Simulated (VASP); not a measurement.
# Al2Cu: single point with PBE

Al2Cu:

```
Al Cu
1.0
    -1.90148    1.90148    3.03595
     1.90148   -1.90148    3.03595
     1.90148    1.90148   -3.03595
Al Cu
2 1
Direct
  0.75000 0.25000 0.50000
  0.25000 0.75000 0.50000
  0.50000 0.50000 0.00000
```

```
Program                : VASP 6.6.1
Task                   : single point
Functional             : PBE
Potentials or basis    : VASP PAW PBE potentials, release 64 (Al, Cu)
Cutoff                 : 520 eV
k mesh                 : 14 × 14 × 14
Occupations            : gaussian, width 0.15 eV
Spin                   : no spin polarisation
Dipole correction      : no
Further INCAR settings : ALGO = Fast; EDIFF = 1e-06; NBANDS = 16
```

The pressure is 12.1 GPa and the band gap on the k mesh is zero (an odd number of electrons rules out a gap without spin polarisation).

Stress tensor (GPa, compression positive):
```
15.83  0.00  0.00
 0.00 15.83  0.00
 0.00  0.00  4.73
```

Levels at points of the mesh, in eV from the Fermi level:
```tsv
k point	band 5	band 6	band 7	band 8	band 9	band 10	band 11	band 12	band 13	band 14
(0.00, 0.00, 0.00)	-4.37	-4.15	2.22	2.76	2.76	3.33	3.33	4.13	4.94	5.17
(0.50, 0.00, 0.00)	-4.31	-4.17	-4.03	-0.05	1.23	2.19	3.42	4.91	4.95	9.57
(0.50, 0.50, 0.00)	-4.16	-4.16	-3.71	-2.80	-1.90	0.17	1.33	8.90	9.30	9.33
(0.50, 0.50, 0.50)	-4.36	-4.19	-4.02	-1.53	-1.53	1.71	1.97	9.25	11.98	11.98
```

It took 5.9 min on 1 thread of Intel Xeon 8259CL, with other jobs on the host, peak memory 0.29 GiB.

Caveat: the cell stands under pressure.
